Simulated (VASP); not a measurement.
SnSe2: single point with PBE+D3(BJ)

SnSe2, a slab with vacuum:

```
Sn Se
1.0
    -3.83905    0.00000    0.00000
    -1.91952   -3.32471    0.00000
     0.00000    0.00000   18.02326
Sn Se
2 4
Direct
  0.00000 0.00000 0.50032
  0.00000 0.00000 0.16677
  0.33333 0.33333 0.58876
  0.33333 0.33333 0.25522
  0.66667 0.66667 0.07833
  0.66667 0.66667 0.41188
```

This cell differs from its parent crystal: the distance across one plane changed.

| Item | Value |
| --- | --- |
| Program | VASP 6.6.1 |
| Task | single point |
| Functional | PBE |
| Dispersion | D3(BJ) |
| Potentials or basis | VASP PAW PBE potentials, release 64 (Sn_d, Se) |
| Cutoff | 520 eV |
| k mesh | 10 × 10 × 3 |
| Occupations | gaussian, width 0.03 eV |
| Spin | no spin polarisation |
| Dipole correction | no |
| Further INCAR settings | ALGO = Normal; EDIFF = 1e-07; NBANDS = 35 |

* Largest force: 0.036 eV/Å
* Band gap on the k mesh: 0.68 eV (least direct gap 0.94 eV)
* Dispersion energy per atom: -0.308 eV

Forces on the atoms (eV/Å):
```
Sn   0.000  0.000  0.007
Sn   0.000  0.000 -0.007
Se   0.000  0.000  0.022
Se   0.000  0.000  0.036
Se   0.000  0.000 -0.022
Se   0.000  0.000 -0.036
```

Levels at points of the mesh, in eV from the valence-band top:
| k point | band 23 | band 24 | band 25 | band 26 | band 27 | band 28 | band 29 | band 30 |
| --- | --- | --- | --- | --- | --- | --- | --- | --- |
| (0.00, 0.00, 0.00) | -0.20 | -0.20 | -0.09 | -0.09 | 1.27 | 2.15 | 3.03 | 3.13 |
| (0.50, 0.00, 0.00) | -1.06 | -0.68 | -0.56 | -0.26 | 0.68 | 1.01 | 3.89 | 4.16 |

Run time: 8.6 min on 1 thread of Intel(R) Xeon(R) Platinum 8259CL CPU @ 2.50GHz (Skylake/Cascade Lake), on a shared host, peak memory 0.49 GiB.

Caveat: the cell differs from its parent crystal (the distance across one plane changed); spin-orbit coupling is left out, which moves the levels of the heavy elements.
